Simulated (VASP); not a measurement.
# LiTe36Mo18 (a cell with a defect) in VASP: further runs

Runs on LiTe36Mo18 (a cell with a defect). Level: PBE. Tasks: single point.

Program: VASP 6.6.1. These are calculated values, not measurements. Logs are shortened: lines on timing, memory, paths and dates and some standing lists are left out, and cuts for length are marked.

## (1) The cell of the first run

The cell holds a defect, 55 atoms: a = 10.419 Å, b = 10.419 Å, c = 13.773 Å, α = 90.00°, β = 90.00°, γ = 120.00°.

## (2) Single point, PBE

INCAR reads:

```
PREC = Accurate
ENCUT = 520
EDIFF = 1E-6
ISMEAR = -1
SIGMA = 0.01
LREAL = Auto
LASPH = T
NELM = 100
ALGO = Normal
ISIF = 2
LWAVE = F
LCHARG = T
GGA = PE
LELF = T
LVHAR = T
NELECT = 470.0
NBANDS = 268
```

KPOINTS reads:

```
regular mesh
0
Gamma
  1 1 1
```

POSCAR reads:

```
LiTe36Mo18
1.0
   10.4191193488     -0.0000000029      0.0000000000
   -5.2095596719      9.0232220425      0.0000000000
    0.0000000000      0.0000000000     13.7729284500
Te Mo Li
36 18 1
Direct
    0.1115620545      0.2225207889      0.6167364604
    0.2226474421      0.1114935092      0.1199094276
    0.2221987082      0.1119162157      0.3828490080
    0.1111641152      0.2229500590      0.8796504597
    0.1115676820      0.5565719735      0.6166884825
    0.2228700429      0.4451857984      0.1200903586
    0.2213645831      0.4444316687      0.3824969785
    0.1111710369      0.5557425692      0.8796935373
    0.1124232898      0.8899774824      0.6170548525
    0.2226615471      0.7787027009      0.1198882803
    0.2221987252      0.7778256729      0.3828726935
    0.1109587731      0.8892534367      0.8794932452
    0.4441039344      0.2216469636      0.6170126127
    0.5554334098      0.1114744084      0.1199345734
    0.5562928295      0.1119143989      0.3828604153
    0.4448540559      0.2231625572      0.8795081509
    0.4436542900      0.5555917837      0.6166398107
    0.5542066847      0.4417710431      0.1237412630
    0.5553049330      0.4439731907      0.3829709603
    0.4414686158      0.5544670607      0.8757883102
    0.4441301260      0.8899693863      0.6170860952
    0.5541551632      0.7799290833      0.1237814237
    0.5552728039      0.7788248737      0.3829513703
    0.4448671503      0.8892349008      0.8794675641
    0.7775036021      0.2225215257      0.6167260366
    0.8889005609      0.1112473325      0.1200697027
    0.8896666744      0.1127423086      0.3825374110
    0.7783281596      0.2229249271      0.8796794020
    0.7785447937      0.5556085177      0.6166702203
    0.8889329488      0.4451707370      0.1200923289
    0.8896973501      0.4444532813      0.3825174019
    0.7796022020      0.5544981565      0.8757807151
    0.7785170153      0.8904489387      0.6166176426
    0.8923463611      0.7799327575      0.1237908406
    0.8901648697      0.7788332518      0.3829189160
    0.7796272641      0.8926790954      0.8758447336
    0.1114368079      0.2226038493      0.2509847205
    0.2223597653      0.1118004799      0.7485595476
    0.1115110034      0.5564127516      0.2509879598
    0.2203781106      0.4439930905      0.7477700639
    0.1134494911      0.8904755935      0.2517870728
    0.2222668365      0.7780010191      0.7485685422
    0.4436714272      0.2207595693      0.2518056490
    0.5560351950      0.1118367535      0.7485752437
    0.4434818381      0.5554610355      0.2526436226
    0.5551050046      0.4436683872      0.7469126518
    0.4436189896      0.8904440770      0.2518188780
    0.5552186984      0.7789392745      0.7469502485
    0.7777752246      0.2226230839      0.2510123373
    0.8900892688      0.1136706873      0.7477893770
    0.7786060197      0.5554449326      0.2526395152
    0.8901861966      0.4439421309      0.7477911462
    0.7786251007      0.8906973277      0.2526521838
    0.8903643464      0.7790070056      0.7469533845
    0.6669226985      0.6672566583     -0.0002029672
```

Potentials or basis: VASP PAW PBE potentials, release 64 (Te, Mo_sv, Li_sv).

On the command line:

```
> cat potpaw_PBE.64/Te/POTCAR potpaw_PBE.64/Mo_sv/POTCAR potpaw_PBE.64/Li_sv/POTCAR > POTCAR
> mpirun -np 1 vasp_gam > vasp.out
```

OUTCAR:

```text
PREC = Accurate
   ENCUT = 520
   EDIFF = 1E-6
   ISMEAR = -1
   LREAL = Auto
   LASPH = T
   NELM = 100
   ISIF = 2
   GGA = PE
   NELECT = 470.0

 ion  position               nearest neighbor table
   1  0.112  0.223  0.617-  40 2.69  50 2.69  38 2.70  33 3.46  17 3.47   9 3.47  13 3.47   5 3.48
                            25 3.48   4 3.62
   2  0.223  0.111  0.120-  41 2.70  43 2.70  37 2.70  18 3.45  34 3.45  14 3.47  10 3.47   6 3.48
                            26 3.48   3 3.62
   3  0.222  0.112  0.383-  41 2.69  43 2.69  37 2.70  35 3.46  19 3.47   7 3.47  27 3.47  11 3.48
                            15 3.48   2 3.62
   4  0.111  0.223  0.880-  40 2.70  50 2.70  38 2.70  36 3.45  20 3.45   8 3.47  28 3.47  16 3.48
                            12 3.48   1 3.62
   5  0.112  0.557  0.617-  40 2.69  52 2.69  42 2.70  29 3.46  17 3.47   9 3.47  21 3.47   1 3.48
                            25 3.48   8 3.62
   6  0.223  0.445  0.120-  37 2.70  39 2.70  45 2.70  22 3.47  18 3.47   2 3.48  10 3.48  30 3.48
                            26 3.48   7 3.61
   7  0.221  0.444  0.382-  45 2.69  37 2.70  39 2.70  31 3.46  27 3.46   3 3.47  11 3.47  23 3.48
                            19 3.48   6 3.61
   8  0.111  0.556  0.880-  52 2.70  40 2.70  42 2.70  20 3.45  32 3.45   4 3.47  28 3.47  24 3.48
                            12 3.48   5 3.62
   9  0.112  0.890  0.617-  54 2.69  38 2.70  42 2.70  13 3.46  21 3.46   1 3.47   5 3.47  29 3.48
[... 76 lines left out ...]
                            39 3.47  49 3.47  53 3.49  45 3.49
  48  0.555  0.779  0.747-  21 2.69  20 2.69  36 2.69  33 2.70  17 2.70  24 2.70  42 3.46  44 3.46
                            50 3.49  40 3.49  54 3.49
  49  0.778  0.223  0.251-  26 2.70  30 2.70  14 2.70  27 2.70  31 2.70  15 2.70  53 3.46  51 3.46
                            47 3.47  43 3.47  37 3.48  39 3.48
  50  0.890  0.114  0.748-  36 2.66  25 2.69   1 2.69  28 2.70   4 2.70  33 2.71  52 3.44  40 3.44
                            44 3.47  38 3.47  48 3.49  54 3.49
  51  0.779  0.555  0.253-  31 2.69  18 2.69  34 2.69  19 2.70  35 2.70  30 2.70  49 3.46  39 3.46
                            43 3.49  41 3.49  45 3.49
  52  0.890  0.444  0.748-  32 2.66  25 2.69   5 2.69   8 2.70  28 2.70  29 2.71  40 3.44  50 3.44
                            42 3.47  44 3.47  46 3.49  54 3.49
  53  0.779  0.891  0.253-  27 2.69  22 2.69  34 2.69  23 2.70  35 2.70  26 2.70  49 3.46  37 3.46
                            47 3.49  41 3.49
  54  0.890  0.779  0.747-   9 2.69  36 2.69  32 2.69  33 2.70  29 2.70  12 2.70  38 3.46  42 3.46
                            50 3.49  52 3.49  48 3.49
  55  0.667  0.667  1.000-  36 2.66  18 2.66  34 2.66  22 2.66  32 2.66  20 2.66

  LATTYP: Found a hexagonal cell.
 ALAT       =    10.4191193488
 C/A-ratio  =     1.3218898823

  Lattice vectors:

 A1 = (  10.4191193488,  -0.0000000029,   0.0000000000)
 A2 = (  -5.2095596719,   9.0232220425,   0.0000000000)
 A3 = (   0.0000000000,   0.0000000000,  13.7729284500)

Analysis of symmetry for initial positions (statically):
=====================================================================
 Subroutine PRICEL returns:
 Original cell was already a primitive cell.

 Routine SETGRP: Setting up the symmetry group for a
 hexagonal supercell.

 Subroutine GETGRP returns: Found  1 space group operations
 (whereof  1 operations were pure point group operations)
 out of a pool of 24 trial point group operations.

The static configuration has the point symmetry C_1 .

Analysis of symmetry for dynamics (positions and initial velocities):
=====================================================================
 Subroutine PRICEL returns:
 Original cell was already a primitive cell.

 Routine SETGRP: Setting up the symmetry group for a
 hexagonal supercell.

 Subroutine GETGRP returns: Found  1 space group operations
 (whereof  1 operations were pure point group operations)
 out of a pool of 24 trial point group operations.

The dynamic configuration has the point symmetry C_1 .

 Subroutine INISYM returns: Found  1 space group operations
 (whereof  1 operations are pure point group operations),
 and found     1 'primitive' translations

----------------------------------------------------------------------------------------

                                     Primitive cell

  volume of cell :    1294.8485

[... 123 lines left out ...]
----------------------------------------------------------------------------------------

 KPOINTS: regular mesh

Automatic generation of k-mesh.
 Grid dimensions read from file:
 generate k-points for:    1    1    1

 Generating k-lattice:

  Cartesian coordinates                     Fractional coordinates (reciprocal lattice)
     0.095977401  0.055412579  0.000000000     1.000000000  0.000000000  0.000000000
     0.000000000  0.110825157  0.000000000     0.000000000  1.000000000  0.000000000
     0.000000000  0.000000000  0.072606200     0.000000000  0.000000000  1.000000000

  Length of vectors
     0.110825157  0.110825157  0.072606200

  Shift w.r.t. Gamma in fractional coordinates (k-lattice)
     0.000000000  0.000000000  0.000000000

 Subroutine IBZKPT returns following result:
 ===========================================

 Found      1 irreducible k-points:

 Following reciprocal coordinates:
            Coordinates               Weight
  0.000000  0.000000  0.000000      1.000000
   k-points           NKPTS =      1   k-points in BZ     NKDIM =      1   number of bands    NBANDS=    268
   number of dos      NEDOS =    301   number of ions     NIONS =     55
   total plane-waves  NPLWV = 691200
   dimension x,y,z NGX =    80 NGY =   80 NGZ =  108
   dimension x,y,z NGXF=   160 NGYF=  160 NGZF=  216
   ions per type =              36  18   1
   NGX,Y,Z   is equivalent  to a cutoff of  12.76, 12.76, 13.04 a.u.
   NGXF,Y,Z  is equivalent  to a cutoff of  25.53, 25.53, 26.07 a.u.
 SYSTEM =  unknown system
   PREC   = accura    normal or accurate (medium, high low for compatibility)
   ISTART =      0    job   : 0-new  1-cont  2-samecut
   ICHARG =      2    charge: 1-file 2-atom 10-const
   ISPIN  =      1    spin polarized calculation?
   LNONCOLLINEAR =      F non collinear calculations
   LSORBIT =      F    spin-orbit coupling
   LASPH  =      T    aspherical Exc in radial PAW
   ENCUT  =  520.0 eV  38.22 Ry    6.18 a.u.  19.37 19.37 25.61*2*pi/ulx,y,z
   NELM   =    100;   NELMIN=  2; NELMDL= -5     # of ELM steps
   EDIFF  = 0.1E-05   stopping-criterion for ELM
   LREAL  =      T    real-space projection
   EDIFFG = 0.1E-04   stopping-criterion for IOM
   NSW    =      0    number of steps for IOM
   IBRION =     -1    ionic relax: 0-MD 1-quasi-New 2-CG
   NFREE  =      0    steps in history (QN), initial steepest desc. (CG)
   ISIF   =      2    stress and relaxation
   ISYM   =      2    0-nonsym 1-usesym 2-fastsym
   POTIM  = 0.5000    time-step for ionic-motion
   TEBEG  =    0.0;   TEEND  =   0.0 temperature during run
   PSTRESS=    0.0 pullay stress
   NELECT =     470.0000    total number of electrons
   NUPDOWN=      -1.0000    fix difference up-down
   EMIN   =  10.00;   EMAX   =-10.00  energy-range for DOS
   EFERMI =   0.00;   METHOD = LEGACY
   ISMEAR =    -1;   SIGMA  =   0.01  broadening in eV -4-tet -1-fermi 0-gaus
   EFERMI_NEDOS =   21; number of points for ismear=-14 and -15
   IALGO  =     38    algorithm
   IMIX   =      4    mixing-type and parameters
     AMIX     =   0.40;   BMIX     =  1.00
     AMIX_MAG =   1.60;   BMIX_MAG =  1.00
  volume/ion in A,a.u.               =      23.54       158.87
  Fermi-wavevector in a.u.,A,eV,Ry     =   1.167798  2.206819 18.554981  1.363753
  Thomas-Fermi vector in A             =   2.304294
   LORBIT       =      0    0 simple, 1 ext, 2 COOP (PROOUT), +10 PAW based schemes
   GGA     = PE    functional components
   LHFCALC =     F    Hartree Fock is set to
   AEXX    =    0.0000 exact exchange contribution
   IVDW    =     0    specifies the selected vdW correction
   LEPSILON=     F    determine dielectric tensor
   LRPA    =     F    only Hartree local field effects (RPA)
 non-spin polarized calculation
  energy-cutoff  :      520.00
  volume of cell :     1294.85
 maximum number of plane-waves:     17483
 NGX is ok and might be reduce to    80
   NGX = 39   NGY = 39   NGZ = 51

 number of electron     470.0000008 magnetization

 Free energy of the ion-electron system (eV)
  ---------------------------------------------------
  ext. energy  EPLUGINS =         0.00000000
  ---------------------------------------------------
  free energy    TOTEN  =      -334.94378375 eV

  energy without entropy =     -334.94378375  energy(sigma->0) =     -334.94378375

 E-fermi :   9.1341     XC(G=0): -10.6745

 val. band max:        8.8402135771   @ k =   0.0000   0.0000   0.0000
 cond. band min:       9.8377225377   @ k =   0.0000   0.0000   0.0000
 fundamental gap:      0.9975089606
 Fermi energy:         9.1340797507

 k-point     1 :       0.0000    0.0000    0.0000
  band No.  band energies     occupation
      1     -51.8558      2.00000
      2     -51.8557      2.00000
      3     -51.8503      2.00000
      4     -51.8503      2.00000
      5     -51.8503      2.00000
      6     -51.8502      2.00000
[... 239 lines left out ...]
    246       9.9666      0.00000
    247       9.9675      0.00000
 [bands above 247 left out]

------------------------ aborting loop because EDIFF is reached ----------------------------------------

  FORCE on cell =-STRESS in cart. coord.  units (eV):
  Direction    XX          YY          ZZ          XY          YZ          ZX
  --------------------------------------------------------------------------------------
  -------------------------------------------------------------------------------------
  Total       35.4801504     35.4684031     36.8929443     -0.0066705     -0.0135291      0.0020661
  in kB       43.9012702     43.8867347     45.6493869     -0.0082537     -0.0167402      0.0025564
  external PRESSURE =      44.4791306 kB  Pullay stress =       0.0000000 kB

 VOLUME and BASIS-vectors are now :
 -----------------------------------------------------------------------------
  energy-cutoff  :      520.00
  volume of cell :     1294.85
      direct lattice vectors                 reciprocal lattice vectors
    10.419119349 -0.000000003  0.000000000     0.095977401  0.055412579  0.000000000
    -5.209559672  9.023222043  0.000000000     0.000000000  0.110825157  0.000000000
     0.000000000  0.000000000 13.772928450     0.000000000  0.000000000  0.072606200

 POSITION                                       TOTAL-FORCE (eV/Angst)
 -----------------------------------------------------------------------------------
      0.00314      2.00785      8.49427        -0.000868      0.007501     -0.006659
      1.73896      1.00603      1.65150         0.005086      0.001782     -0.009667
      1.73208      1.00984      5.27295         0.005577      0.002535      0.006925
     -0.00324      2.01173     12.11536        -0.000965      0.002510      0.009358
     -1.73706      5.02207      8.49361        -0.002515      0.001882     -0.010718
      0.00289      4.01701      1.65400        -0.000105     -0.000188     -0.008093
[... 47 lines left out ...]
      5.21853      7.02915     10.28774         0.000075     -0.002397     -0.004457
      3.47263      6.02080     13.77013        -0.000483     -0.000532      0.000289
 -----------------------------------------------------------------------------------
    total drift:                               -0.004781      0.021785      0.008175

  FREE ENERGIE OF THE ION-ELECTRON SYSTEM (eV)
  ---------------------------------------------------
  free  energy   TOTEN  =      -334.9437837511 eV

  energy  without entropy=     -334.9437837511  energy(sigma->0) =     -334.94378375
```

Wall time 23 min (1 thread of Intel Xeon Platinum 8259CL at 2.50GHz (Skylake/Cascade Lake), shared host); peak memory 1.3 GiB.

Results:

- Free energy: -334.9438 eV
- Largest force: 0.013 eV/Å

Forces on the atoms (eV/Å):
```
Te  -0.001  0.008 -0.007
Te   0.005  0.002 -0.010
Te   0.006  0.003  0.007
Te  -0.001  0.003  0.009
Te  -0.003  0.002 -0.011
Te   0.000  0.000 -0.008
Te   0.001 -0.002  0.011
Te   0.003  0.000  0.008
Te   0.002 -0.005 -0.007
Te   0.001 -0.003 -0.008
Te  -0.001  0.001  0.012
Te   0.004 -0.002  0.007
Te  -0.001  0.000 -0.011
Te   0.000  0.002 -0.006
Te   0.001  0.000  0.011
Te   0.002 -0.002  0.011
Te   0.000  0.000 -0.012
Te   0.000 -0.005 -0.010
Te  -0.002 -0.001  0.010
Te  -0.005 -0.002  0.011
Te   0.001  0.002 -0.013
Te  -0.004  0.002 -0.009
Te   0.000  0.000  0.008
Te   0.000 -0.003  0.010
Te   0.002 -0.003 -0.011
Te  -0.005  0.003 -0.012
Te  -0.008 -0.002  0.007
Te  -0.005  0.002  0.008
Te   0.000  0.001 -0.011
Te  -0.001  0.000 -0.010
Te   0.000  0.001  0.013
Te   0.006  0.000  0.012
Te  -0.002  0.001 -0.007
Te   0.005  0.002 -0.008
Te  -0.001 -0.002  0.004
Te   0.000  0.006  0.011
Mo   0.000  0.000  0.005
Mo  -0.002 -0.001 -0.001
Mo   0.000 -0.002  0.004
Mo   0.002  0.000  0.003
Mo  -0.001 -0.002  0.000
Mo   0.000  0.000 -0.002
Mo   0.000 -0.001 -0.002
Mo   0.001 -0.002 -0.004
Mo  -0.001  0.001  0.002
Mo   0.002  0.004  0.000
Mo   0.002  0.000 -0.003
Mo  -0.001  0.001 -0.005
Mo  -0.001  0.000  0.002
Mo   0.001  0.000  0.000
Mo   0.000  0.001  0.002
Mo  -0.001  0.002  0.002
Mo   0.001 -0.002  0.000
Mo   0.000 -0.002 -0.004
Li   0.000 -0.001  0.000
```

Caveat: the k points lie up to 0.70 Å⁻¹ apart; the cell carries a net charge on a neutralising background, which shifts energy and pressure; the cell is charged against a uniform background, so pressure and absolute levels hang on convention; the cutoff is under 1.25 times the usual one of these potentials, so pressure, stress and relaxed cells hold a basis-set (Pulay) error; spin-orbit coupling is left out, which moves the levels of the heavy elements.

[end of part 1 of 2]
